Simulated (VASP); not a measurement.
# CdS (P1) in VASP: relaxation of the atoms with BLYP+D3(BJ)

Aim: the relaxation of the atoms of CdS with BLYP+D3(BJ).

Everything below comes from runs of VASP 6.6.1. Logs are shortened: lines on timing, memory, paths and dates and some standing lists are left out, and cuts for length are marked.

### 1 The cell of the first run

The typed cell holds 2 atoms: a = 3.894 Å, b = 3.894 Å, c = 3.894 Å, α = 60.00°, β = 60.00°, γ = 60.00°.

### 2 Relaxation of the atoms, BLYP+D3(BJ) (atoms moved at random)

The input, INCAR:

```
SYSTEM = CdS
PREC = Accurate ; ENCUT = 520
EDIFF = 1E-6 ; ISMEAR = 0
SIGMA = 0.01 ; LREAL = .FALSE.
LASPH = .TRUE. ; NELM = 80
ALGO = Normal ; ISIF = 2
LWAVE = .FALSE. ; LCHARG = .FALSE.
GGA = B5 ; ALDAX = 1.0
AGGAX = 1.0 ; AGGAC = 1.0
ALDAC = 0.0 ; IVDW = 12
VDW_S6 = 1.0 ; VDW_S8 = 2.6996
VDW_A1 = 0.4298 ; VDW_A2 = 4.2359
IBRION = 2 ; NSW = 80
EDIFFG = -0.02
```

The input, KPOINTS:

```
regular mesh
0
G
  6 6 6
  0 0 0
```

The input, POSCAR:

```
CdS
1.0
    0.0000000000      2.7532440000      2.7532440000
    2.7532440000      0.0000000000      2.7532440000
    2.7532440000      2.7532440000      0.0000000000
Cd S
1 1
Direct
   -0.0048760000     -0.0086570000      0.0056120000
    0.5087820000      0.5145250000      0.4535370000
```

Potentials or basis: VASP PAW PBE potentials, release 64 (Cd, S).

Started as:

```console
cat potpaw_PBE.64/Cd/POTCAR potpaw_PBE.64/S/POTCAR > POTCAR
mpirun -np 1 vasp_std > vasp.out
```

OUTCAR:

```text
SYSTEM = CdS
   PREC = Accurate
   ENCUT = 520
   EDIFF = 1E-6
   ISMEAR = 0
   LREAL = .FALSE.
   LASPH = .TRUE.
   NELM = 80
   ISIF = 2
   GGA = B5
   IVDW = 12
   IBRION = 2
   NSW = 80
   EDIFFG = -0.02
 IVDW          = 12

 ion  position               nearest neighbor table
   1  0.995  0.991  0.006-   2 2.65   2 2.66   2 2.68   2 2.84   2 2.86   2 2.86
   2  0.509  0.515  0.454-   1 2.65   1 2.66   1 2.68   1 2.84   1 2.86   1 2.86

  LATTYP: Found a face centered cubic cell.
 ALAT       =     5.5064880000

  Lattice vectors:

 A1 = (   0.0000000000,   2.7532440000,   2.7532440000)
 A2 = (   2.7532440000,   0.0000000000,   2.7532440000)
 A3 = (   2.7532440000,   2.7532440000,   0.0000000000)

Analysis of symmetry for initial positions (statically):
=====================================================================
 Subroutine PRICEL returns:
 Original cell was already a primitive cell.

 Routine SETGRP: Setting up the symmetry group for a
 face centered cubic supercell.

 Subroutine GETGRP returns: Found  1 space group operations
 (whereof  1 operations were pure point group operations)
 out of a pool of 48 trial point group operations.

The static configuration has the point symmetry C_1 .

Analysis of symmetry for dynamics (positions and initial velocities):
=====================================================================
 Subroutine PRICEL returns:
 Original cell was already a primitive cell.

 Routine SETGRP: Setting up the symmetry group for a
 face centered cubic supercell.

 Subroutine GETGRP returns: Found  1 space group operations
 (whereof  1 operations were pure point group operations)
 out of a pool of 48 trial point group operations.

The dynamic configuration has the point symmetry C_1 .

 Subroutine INISYM returns: Found  1 space group operations
 (whereof  1 operations are pure point group operations),
 and found     1 'primitive' translations

----------------------------------------------------------------------------------------

                                     Primitive cell

  volume of cell :      41.7411

  direct lattice vectors                    reciprocal lattice vectors
     0.000000000  2.753244000  2.753244000    -0.181603955  0.181603955  0.181603955
     2.753244000  0.000000000  2.753244000     0.181603955 -0.181603955  0.181603955
     2.753244000  2.753244000  0.000000000     0.181603955  0.181603955 -0.181603955

  length of vectors
     3.893675005  3.893675005  3.893675005     0.314547277  0.314547277  0.314547277

  position of ions in fractional coordinates (direct lattice)
     0.995124000  0.991343000  0.005612000
     0.508782000  0.514525000  0.453537000

  ion indices of the primitive-cell ions
   primitive index   ion index
                 1           1
                 2           2

----------------------------------------------------------------------------------------

 KPOINTS: regular mesh

Automatic generation of k-mesh.
 Grid dimensions read from file:
 generate k-points for:    6    6    6

 Generating k-lattice:

  Cartesian coordinates                     Fractional coordinates (reciprocal lattice)
    -0.030267326  0.030267326  0.030267326     0.166666667  0.000000000  0.000000000
     0.030267326 -0.030267326  0.030267326     0.000000000  0.166666667  0.000000000
     0.030267326  0.030267326 -0.030267326     0.000000000  0.000000000  0.166666667

  Length of vectors
     0.052424546  0.052424546  0.052424546

  Shift w.r.t. Gamma in fractional coordinates (k-lattice)
     0.000000000  0.000000000  0.000000000

 Subroutine IBZKPT returns following result:
 ===========================================

 Found    112 irreducible k-points:

 Following reciprocal coordinates:
            Coordinates               Weight
  0.000000  0.000000  0.000000      1.000000
  0.166667  0.000000  0.000000      2.000000
  0.000000  0.166667  0.000000      2.000000
  0.000000  0.000000  0.166667      2.000000
  0.166667  0.166667  0.166667      2.000000
  0.333333  0.000000  0.000000      2.000000
[... 16 lines left out ...]
  0.166667 -0.166667 -0.166667      2.000000
  0.333333  0.333333  0.166667      2.000000
 [... further k-points ...]
   k-points           NKPTS =    112   k-points in BZ     NKDIM =    112   number of bands    NBANDS=     13
   number of dos      NEDOS =    301   number of ions     NIONS =      2
   total plane-waves  NPLWV =  27000
   dimension x,y,z NGX =    30 NGY =   30 NGZ =   30
   dimension x,y,z NGXF=    60 NGYF=   60 NGZF=   60
   ions per type =               1   1
   NGX,Y,Z   is equivalent  to a cutoff of  12.81, 12.81, 12.81 a.u.
   NGXF,Y,Z  is equivalent  to a cutoff of  25.62, 25.62, 25.62 a.u.
 SYSTEM =  CdS
   PREC   = accura    normal or accurate (medium, high low for compatibility)
   ISTART =      0    job   : 0-new  1-cont  2-samecut
   ICHARG =      2    charge: 1-file 2-atom 10-const
   ISPIN  =      1    spin polarized calculation?
   LNONCOLLINEAR =      F non collinear calculations
   LSORBIT =      F    spin-orbit coupling
   LASPH  =      T    aspherical Exc in radial PAW
   ENCUT  =  520.0 eV  38.22 Ry    6.18 a.u.   7.24  7.24  7.24*2*pi/ulx,y,z
   NELM   =     80;   NELMIN=  2; NELMDL= -5     # of ELM steps
   EDIFF  = 0.1E-05   stopping-criterion for ELM
   LREAL  =      F    real-space projection
   EDIFFG = -.2E-01   stopping-criterion for IOM
   NSW    =     80    number of steps for IOM
   IBRION =      2    ionic relax: 0-MD 1-quasi-New 2-CG
   NFREE  =      1    steps in history (QN), initial steepest desc. (CG)
   ISIF   =      2    stress and relaxation
   ISYM   =      2    0-nonsym 1-usesym 2-fastsym
   POTIM  = 0.5000    time-step for ionic-motion
   TEBEG  =    0.0;   TEEND  =   0.0 temperature during run
   PSTRESS=    0.0 pullay stress
   NELECT =      18.0000    total number of electrons
   NUPDOWN=      -1.0000    fix difference up-down
   EMIN   =  10.00;   EMAX   =-10.00  energy-range for DOS
   EFERMI =   0.00;   METHOD = LEGACY
   ISMEAR =     0;   SIGMA  =   0.01  broadening in eV -4-tet -1-fermi 0-gaus
   EFERMI_NEDOS =   21; number of points for ismear=-14 and -15
   IALGO  =     38    algorithm
   IMIX   =      4    mixing-type and parameters
     AMIX     =   0.40;   BMIX     =  1.00
     AMIX_MAG =   1.60;   BMIX_MAG =  1.00
  volume/ion in A,a.u.               =      20.87       140.84
  Fermi-wavevector in a.u.,A,eV,Ry     =   1.236833  2.337275 20.813583  1.529755
  Thomas-Fermi vector in A             =   2.371425
   LORBIT       =      0    0 simple, 1 ext, 2 COOP (PROOUT), +10 PAW based schemes
   GGA     = B5    functional components
   LHFCALC =     F    Hartree Fock is set to
   AEXX    =    0.0000 exact exchange contribution
   IVDW    =    12    specifies the selected vdW correction
   LEPSILON=     F    determine dielectric tensor
   LRPA    =     F    only Hartree local field effects (RPA)
 conjugate gradient relaxation of ions
 non-spin polarized calculation
 Gauss-broadening in eV      SIGMA  =   0.01
  energy-cutoff  :      520.00
  volume of cell :       41.74
 maximum number of plane-waves:      1158
 NGX is ok and might be reduce to    30
   NGX = 15   NGY = 15   NGZ = 15

--------------------------------------- Ionic step        1  -------------------------------------------

 number of electron      17.9999998 magnetization

 Free energy of the ion-electron system (eV)
  ---------------------------------------------------
  ext. energy  EPLUGINS =         0.00000000
  ---------------------------------------------------
  free energy    TOTEN  =        -4.72561405 eV

  energy without entropy =       -4.72561405  energy(sigma->0) =       -4.72561405

------------------------ aborting loop because EDIFF is reached ----------------------------------------

 Edisp (eV)   -1.66004

 E8    (eV) :    -1.1869

  FORCE on cell =-STRESS in cart. coord.  units (eV):
  Direction    XX          YY          ZZ          XY          YZ          ZX
  --------------------------------------------------------------------------------------
  -------------------------------------------------------------------------------------
  Total      -0.40085    -0.27847    -0.30128    -0.03134     0.04092     0.02991
  in kB     -15.38605   -10.68887   -11.56435    -1.20288     1.57078     1.14789
  external pressure =      -12.55 kB  Pullay stress =        0.00 kB
[... 141 lines left out ...]
  energy  without entropy=       -6.4019314015  energy(sigma->0) =       -6.40193140

--------------------------------------- Ionic step        5  -------------------------------------------

 number of electron      18.0000003 magnetization

 Free energy of the ion-electron system (eV)
  ---------------------------------------------------
  ext. energy  EPLUGINS =         0.00000000
  ---------------------------------------------------
  free energy    TOTEN  =        -4.74686188 eV

  energy without entropy =       -4.74686188  energy(sigma->0) =       -4.74686188

 E-fermi :   3.2451     XC(G=0):  -9.7258

 val. band max:        3.1332425410   @ k =   0.0000   0.5000   0.0000
 cond. band min:       3.3023894423   @ k =   0.5000   0.5000   0.0000
 fundamental gap:      0.1691469013
 Fermi energy:         3.2451196347

 k-point     1 :       0.0000    0.0000    0.0000
  band No.  band energies     occupation
      1      -9.4928      2.00000
      2      -4.5376      2.00000
      3      -4.5376      2.00000
      4      -4.5376      2.00000
      5      -4.5376      2.00000
      6      -4.5375      2.00000
      7       2.4344      2.00000
      8       2.4344      2.00000
      9       2.4345      2.00000
     10       3.9566      0.00000
     11      12.5625      0.00000
     12      12.5626      0.00000
     13      12.5627      0.00000
[... 353 lines left out ...]
 k-point    24 :       0.3333    0.3333    0.1667
  band No.  band energies     occupation
      1      -8.8544      2.00000
      2      -4.6930      2.00000
      3      -4.6034      2.00000
      4      -4.5998      2.00000
      5      -4.4208      2.00000
      6      -4.3854      2.00000
      7      -0.2795      2.00000
      8       2.0980      2.00000
      9       2.2945      2.00000
     10       6.6080      0.00000
     11       9.0441      0.00000
     12      10.5387      0.00000
     13      11.4324      0.00000

 [... further k-points ...]

------------------------ aborting loop because EDIFF is reached ----------------------------------------

 Edisp (eV)   -1.65973

 E8    (eV) :    -1.1866

  FORCE on cell =-STRESS in cart. coord.  units (eV):
  Direction    XX          YY          ZZ          XY          YZ          ZX
  --------------------------------------------------------------------------------------
  -------------------------------------------------------------------------------------
  Total      -0.51310    -0.51354    -0.51369     0.00002    -0.00003     0.00001
  in kB     -19.69468   -19.71143   -19.71715     0.00093    -0.00110     0.00057
  external pressure =      -19.71 kB  Pullay stress =        0.00 kB
[... 17 lines left out ...]
  FREE ENERGIE OF THE ION-ELECTRON SYSTEM (eV)
  ---------------------------------------------------
  free  energy   TOTEN  =        -6.4065942173 eV

  energy  without entropy=       -6.4065942173  energy(sigma->0) =       -6.40659422

 reached required accuracy - stopping structural energy minimisation
```

It took 3.5 min on 1 thread of Intel Xeon Platinum 8259CL at 2.50GHz (Skylake/Cascade Lake), shared host; peak memory 0.22 GiB.

Results:

- Free energy: -6.4066 eV
- Energy gained by relaxing: 10.5 meV/atom
- Ionic steps: 5
- Pressure after relaxing: -2.0 GPa
- Largest force after relaxing: 0.007 eV/Å
- Band gap on the k mesh: 0.17 eV, indirect (least direct gap 1.52 eV)
- Dispersion energy per atom: -0.830 eV

Forces on the atoms (eV/Å):
```
Cd  -0.007  0.003 -0.001
S    0.007 -0.003  0.001
```

The path:
```csv
step,energy change (eV),largest force (eV/Å),pressure (GPa)
1,0.0000,0.2546,-1.25
2,-0.0058,0.2149,-1.44
3,-0.0174,0.1020,-1.85
4,-0.0163,0.1196,-1.81
5,-0.0209,0.0072,-1.97
```

Final structure:
```xyz
2
Lattice="0.0000 2.7532 2.7532 2.7532 0.0000 2.7532 2.7532 2.7532 0.0000" Properties=species:S:1:pos:R:3 pbc="T T T"
Cd    2.7073    2.7015    0.0137
S     2.7029    2.7033    2.7665
```

Levels at points of the mesh, in eV from the valence-band top:
| k point | band 6 | band 7 | band 8 | band 9 | band 10 | band 11 | band 12 | band 13 |
| --- | --- | --- | --- | --- | --- | --- | --- | --- |
| (0.00, 0.00, 0.00) | -7.67 | -0.70 | -0.70 | -0.70 | 0.82 | 9.43 | 9.43 | 9.43 |
| (0.50, 0.00, 0.00) | -7.48 | -4.73 | 0.00 | 0.00 | 3.74 | 5.98 | 5.98 | 6.50 |
| (0.00, 0.50, 0.00) | -7.48 | -4.73 | 0.00 | 0.00 | 3.74 | 5.98 | 5.98 | 6.50 |
| (0.00, 0.00, 0.50) | -7.48 | -4.73 | 0.00 | 0.00 | 3.74 | 5.98 | 5.98 | 6.50 |
| (0.50, 0.50, 0.50) | -7.48 | -4.73 | 0.00 | 0.00 | 3.74 | 5.98 | 5.98 | 6.50 |
| (0.50, 0.50, 0.00) | -6.77 | -4.00 | -2.02 | -2.02 | 0.17 | 6.39 | 9.84 | 11.09 |
| (0.00, 0.50, 0.50) | -6.77 | -4.00 | -2.02 | -2.02 | 0.17 | 6.39 | 9.84 | 11.09 |
| (0.50, 0.00, 0.50) | -6.77 | -4.00 | -2.02 | -2.02 | 0.17 | 6.39 | 9.84 | 11.09 |

Caveat: the cell differs from its parent crystal (atoms moved at random); the PAW data sets were made with another functional, which shifts forces and pressure a little. A k mesh can miss the band edges.
